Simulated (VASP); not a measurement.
# Ba (Im-3m) in VASP: single point with PBEsol

Aim: the single point of Ba with PBEsol.

Program: VASP 6.6.1. These are calculated values, not measurements. Logs are shortened: lines on timing, memory, paths and dates and some standing lists are left out, and cuts for length are marked.

**1. The cell of the first run**

Symmetry: Im-3m, No. 229, cubic system. Conventional cell: a = 5.020 Å, b = 5.020 Å, c = 5.020 Å, α = 90.00°, β = 90.00°, γ = 90.00°. Ba (site symmetry m-3m) has 14 Ba at 4.35 to 5.02 Å within 5.7 Å.

**2. Single point, PBEsol**

Contents of INCAR:

```
SYSTEM = Ba
PREC = Accurate
ENCUT = 500
EDIFF = 1E-6
ISMEAR = 0
SIGMA = 0.05
LREAL = .FALSE.
LASPH = .TRUE.
NELM = 120
ALGO = Normal
ISIF = 2
LWAVE = .FALSE.
LCHARG = .FALSE.
GGA = PS
NBANDS = 11
GGA_COMPAT = .FALSE.
```

Contents of KPOINTS:

```
Automatic mesh
0
G
  12 12 12
  0 0 0
```

Contents of POSCAR:

```
Ba
1.0
   -2.5100000000      2.5100000000      2.5100000000
    2.5100000000     -2.5100000000      2.5100000000
    2.5100000000      2.5100000000     -2.5100000000
Ba
1
Direct
    0.0000000000      0.0000000000      0.0000000000
```

Potentials or basis: VASP PAW PBE potentials, release 64 (Ba_sv).

The run is started by

```console
cat potpaw_PBE.64/Ba_sv/POTCAR > POTCAR
mpirun -np 1 vasp_std > vasp.out
```

OUTCAR:

```text
SYSTEM = Ba
   PREC = Accurate
   ENCUT = 500
   EDIFF = 1E-6
   ISMEAR = 0
   LREAL = .FALSE.
   LASPH = .TRUE.
   NELM = 120
   ISIF = 2
   GGA = PS

 ion  position               nearest neighbor table
   1  0.000  0.000  0.000-

  LATTYP: Found a body centered cubic cell.
 ALAT       =     5.0200000000

  Lattice vectors:

 A1 = (  -2.5100000000,   2.5100000000,   2.5100000000)
 A2 = (   2.5100000000,  -2.5100000000,   2.5100000000)
 A3 = (   2.5100000000,   2.5100000000,  -2.5100000000)

Analysis of symmetry for initial positions (statically):
=====================================================================
 Subroutine PRICEL returns:
 Original cell was already a primitive cell.

 Routine SETGRP: Setting up the symmetry group for a
 body centered cubic supercell.

 Subroutine GETGRP returns: Found 48 space group operations
 (whereof 48 operations were pure point group operations)
 out of a pool of 48 trial point group operations.

The static configuration has the point symmetry O_h .

Analysis of symmetry for dynamics (positions and initial velocities):
=====================================================================
 Subroutine PRICEL returns:
 Original cell was already a primitive cell.

 Routine SETGRP: Setting up the symmetry group for a
 body centered cubic supercell.

 Subroutine GETGRP returns: Found 48 space group operations
 (whereof 48 operations were pure point group operations)
 out of a pool of 48 trial point group operations.

The dynamic configuration has the point symmetry O_h .

 Subroutine INISYM returns: Found 48 space group operations
 (whereof 48 operations are pure point group operations),
 and found     1 'primitive' translations

----------------------------------------------------------------------------------------

                                     Primitive cell

  volume of cell :      63.2530

  direct lattice vectors                    reciprocal lattice vectors
    -2.510000000  2.510000000  2.510000000     0.000000000  0.199203187  0.199203187
     2.510000000 -2.510000000  2.510000000     0.199203187  0.000000000  0.199203187
     2.510000000  2.510000000 -2.510000000     0.199203187  0.199203187  0.000000000

  length of vectors
     4.347447527  4.347447527  4.347447527     0.281715849  0.281715849  0.281715849

  position of ions in fractional coordinates (direct lattice)
     0.000000000  0.000000000  0.000000000

  ion indices of the primitive-cell ions
   primitive index   ion index
                 1           1

----------------------------------------------------------------------------------------

 KPOINTS: Automatic mesh

Automatic generation of k-mesh.
 Grid dimensions read from file:
 generate k-points for:   12   12   12

 Generating k-lattice:

  Cartesian coordinates                     Fractional coordinates (reciprocal lattice)
     0.000000000  0.016600266  0.016600266     0.083333333  0.000000000  0.000000000
     0.016600266  0.000000000  0.016600266     0.000000000  0.083333333  0.000000000
     0.016600266  0.016600266  0.000000000     0.000000000  0.000000000  0.083333333

  Length of vectors
     0.023476321  0.023476321  0.023476321

  Shift w.r.t. Gamma in fractional coordinates (k-lattice)
     0.000000000  0.000000000  0.000000000

 Subroutine IBZKPT returns following result:
 ===========================================

 Found     72 irreducible k-points:

 Following reciprocal coordinates:
            Coordinates               Weight
  0.000000  0.000000  0.000000      1.000000
  0.083333  0.000000  0.000000     12.000000
  0.166667  0.000000  0.000000     12.000000
  0.250000  0.000000  0.000000     12.000000
  0.333333  0.000000  0.000000     12.000000
  0.416667  0.000000  0.000000     12.000000
[... 16 lines left out ...]
  0.333333  0.083333  0.083333     24.000000
  0.416667  0.083333  0.083333     12.000000
 [... further k-points ...]
   k-points           NKPTS =     72   k-points in BZ     NKDIM =     72   number of bands    NBANDS=     11
   number of dos      NEDOS =    301   number of ions     NIONS =      1
   total plane-waves  NPLWV =  32768
   dimension x,y,z NGX =    32 NGY =   32 NGZ =   32
   dimension x,y,z NGXF=    64 NGYF=   64 NGZF=   64
   ions per type =               1
   NGX,Y,Z   is equivalent  to a cutoff of  12.24, 12.24, 12.24 a.u.
   NGXF,Y,Z  is equivalent  to a cutoff of  24.47, 24.47, 24.47 a.u.
 SYSTEM =  Ba
   PREC   = accura    normal or accurate (medium, high low for compatibility)
   ISTART =      0    job   : 0-new  1-cont  2-samecut
   ICHARG =      2    charge: 1-file 2-atom 10-const
   ISPIN  =      1    spin polarized calculation?
   LNONCOLLINEAR =      F non collinear calculations
   LSORBIT =      F    spin-orbit coupling
   LASPH  =      T    aspherical Exc in radial PAW
   ENCUT  =  500.0 eV  36.75 Ry    6.06 a.u.   7.93  7.93  7.93*2*pi/ulx,y,z
   NELM   =    120;   NELMIN=  2; NELMDL= -5     # of ELM steps
   EDIFF  = 0.1E-05   stopping-criterion for ELM
   LREAL  =      F    real-space projection
   EDIFFG = 0.1E-04   stopping-criterion for IOM
   NSW    =      0    number of steps for IOM
   IBRION =     -1    ionic relax: 0-MD 1-quasi-New 2-CG
   NFREE  =      0    steps in history (QN), initial steepest desc. (CG)
   ISIF   =      2    stress and relaxation
   ISYM   =      2    0-nonsym 1-usesym 2-fastsym
   POTIM  = 0.5000    time-step for ionic-motion
   TEBEG  =    0.0;   TEEND  =   0.0 temperature during run
   PSTRESS=    0.0 pullay stress
   NELECT =      10.0000    total number of electrons
   NUPDOWN=      -1.0000    fix difference up-down
   EMIN   =  10.00;   EMAX   =-10.00  energy-range for DOS
   EFERMI =   0.00;   METHOD = LEGACY
   ISMEAR =     0;   SIGMA  =   0.05  broadening in eV -4-tet -1-fermi 0-gaus
   EFERMI_NEDOS =   21; number of points for ismear=-14 and -15
   IALGO  =     38    algorithm
   IMIX   =      4    mixing-type and parameters
     AMIX     =   0.40;   BMIX     =  1.00
     AMIX_MAG =   1.60;   BMIX_MAG =  1.00
  volume/ion in A,a.u.               =      63.25       426.85
  Fermi-wavevector in a.u.,A,eV,Ry     =   0.885213  1.672810 10.661553  0.783602
  Thomas-Fermi vector in A             =   2.006216
   LORBIT       =      0    0 simple, 1 ext, 2 COOP (PROOUT), +10 PAW based schemes
   GGA     = PS    functional components
   LHFCALC =     F    Hartree Fock is set to
   AEXX    =    0.0000 exact exchange contribution
   IVDW    =     0    specifies the selected vdW correction
   LEPSILON=     F    determine dielectric tensor
   LRPA    =     F    only Hartree local field effects (RPA)
 non-spin polarized calculation
 Gauss-broadening in eV      SIGMA  =   0.05
  energy-cutoff  :      500.00
  volume of cell :       63.25
 maximum number of plane-waves:      1638
   NGX = 15   NGY = 15   NGZ = 15

 number of electron      10.0000000 magnetization

 Free energy of the ion-electron system (eV)
  ---------------------------------------------------
  ext. energy  EPLUGINS =         0.00000000
  ---------------------------------------------------
  free energy    TOTEN  =        -2.13955317 eV

  energy without entropy =       -2.13782809  energy(sigma->0) =       -2.13869063

 E-fermi :   1.5202     XC(G=0):  -7.4936

 val. band max:        1.5112077181   @ k =  -0.4167   0.5000   0.2500
 cond. band min:       1.5546152299   @ k =  -0.4167  -0.4167   0.1667
 fundamental gap:      0.0434075118
 Fermi energy:         1.5202215352

 k-point     1 :       0.0000    0.0000    0.0000
  band No.  band energies     occupation
      1     -27.3439      2.00000
      2     -12.2768      2.00000
      3     -12.2768      2.00000
      4     -12.2768      2.00000
      5      -1.2436      2.00000
      6       3.3296      0.00000
      7       3.3296      0.00000
      8       3.3296      0.00000
      9       4.7585      0.00000
     10       4.7585      0.00000
     11       8.4509      0.00000

 k-point     2 :       0.0833    0.0000    0.0000
  band No.  band energies     occupation
      1     -27.3410      2.00000
      2     -12.3099      2.00000
      3     -12.2870      2.00000
      4     -12.2770      2.00000
      5      -1.1136      2.00000
      6       3.2234      0.00000
      7       3.2737      0.00000
      8       3.4621      0.00000
      9       4.5853      0.00000
     10       4.7496      0.00000
     11       8.5996      0.00000

 k-point     3 :       0.1667    0.0000    0.0000
  band No.  band energies     occupation
      1     -27.3332      2.00000
      2     -12.3985      2.00000
      3     -12.3146      2.00000
      4     -12.2775      2.00000
      5      -0.7492      2.00000
      6       2.9665      0.00000
      7       3.0313      0.00000
      8       3.8531      0.00000
      9       4.4188      0.00000
     10       4.7511      0.00000
     11       8.8968      0.00000

 k-point     4 :       0.2500    0.0000    0.0000
  band No.  band energies     occupation
      1     -27.3225      2.00000
      2     -12.5153      2.00000
      3     -12.3519      2.00000
      4     -12.2782      2.00000
      5      -0.2337      2.00000
      6       2.6712      0.00000
      7       2.6745      0.00000
      8       4.4821      0.00000
      9       4.5049      0.00000
     10       4.8150      0.00000
     11       8.7675      0.00000
[... 239 lines left out ...]
 k-point    22 :       0.2500    0.0833    0.0833
  band No.  band energies     occupation
      1     -27.3098      2.00000
      2     -12.6307      2.00000
      3     -12.3917      2.00000
      4     -12.3069      2.00000
      5       0.5096      2.00000
      6       2.2876      0.00000
      7       2.3064      0.00000
      8       4.7748      0.00000
      9       5.0552      0.00000
     10       5.7289      0.00000
     11       8.4135      0.00000

 k-point    23 :       0.3333    0.0833    0.0833
  band No.  band energies     occupation
      1     -27.3028      2.00000
      2     -12.6863      2.00000
      3     -12.4310      2.00000
      4     -12.3093      2.00000
      5       0.8220      2.00000
      6       2.1558      0.00000
      7       2.4357      0.00000
      8       4.8585      0.00000
      9       5.2368      0.00000
     10       6.4947      0.00000
     11       7.6205      0.00000

 k-point    24 :       0.4167    0.0833    0.0833
  band No.  band energies     occupation
      1     -27.3002      2.00000
      2     -12.7058      2.00000
      3     -12.4458      2.00000
      4     -12.3102      2.00000
      5       0.8925      2.00000
      6       2.1115      0.00000
      7       2.6024      0.00000
      8       4.8368      0.00000
      9       5.3237      0.00000
     10       7.0131      0.00000
     11       7.1216      0.00000

 [... further k-points ...]

------------------------ aborting loop because EDIFF is reached ----------------------------------------

  FORCE on cell =-STRESS in cart. coord.  units (eV):
  Direction    XX          YY          ZZ          XY          YZ          ZX
  --------------------------------------------------------------------------------------
  -------------------------------------------------------------------------------------
  Total       -0.2449969     -0.2449969     -0.2449969     -0.0000000     -0.0000000      0.0000000
  in kB       -6.2056883     -6.2056883     -6.2056883     -0.0000000     -0.0000000      0.0000000
  external PRESSURE =      -6.2056883 kB  Pullay stress =       0.0000000 kB

 VOLUME and BASIS-vectors are now :
 -----------------------------------------------------------------------------
  energy-cutoff  :      500.00
  volume of cell :       63.25
      direct lattice vectors                 reciprocal lattice vectors
    -2.510000000  2.510000000  2.510000000     0.000000000  0.199203187  0.199203187
     2.510000000 -2.510000000  2.510000000     0.199203187  0.000000000  0.199203187
     2.510000000  2.510000000 -2.510000000     0.199203187  0.199203187  0.000000000

 POSITION                                       TOTAL-FORCE (eV/Angst)
 -----------------------------------------------------------------------------------
      0.00000      0.00000      0.00000        -0.000000     -0.000000     -0.000000
 -----------------------------------------------------------------------------------
    total drift:                               -0.000000      0.000000      0.000000

  FREE ENERGIE OF THE ION-ELECTRON SYSTEM (eV)
  ---------------------------------------------------
  free  energy   TOTEN  =        -2.1395531690 eV

  energy  without entropy=       -2.1378280891  energy(sigma->0) =       -2.13869063
```

It took 23 s on 1 thread of Intel Xeon Platinum 8375C at 2.90GHz (Ice Lake), shared host; peak memory 0.19 GiB.

What came out:

```yaml
Free_energy: -2.1396 eV
Pressure: -0.6 GPa
Band_gap_on_the_k_mesh: zero (bands 5 and 6 overlap by 1.05 eV)
```

Caveat: the PAW data sets were made with another functional, which shifts forces and pressure a little; spin-orbit coupling is left out, which moves the levels of the heavy elements.

The gap in the log of VASP goes by the Fermi energy; the results here count the filled bands.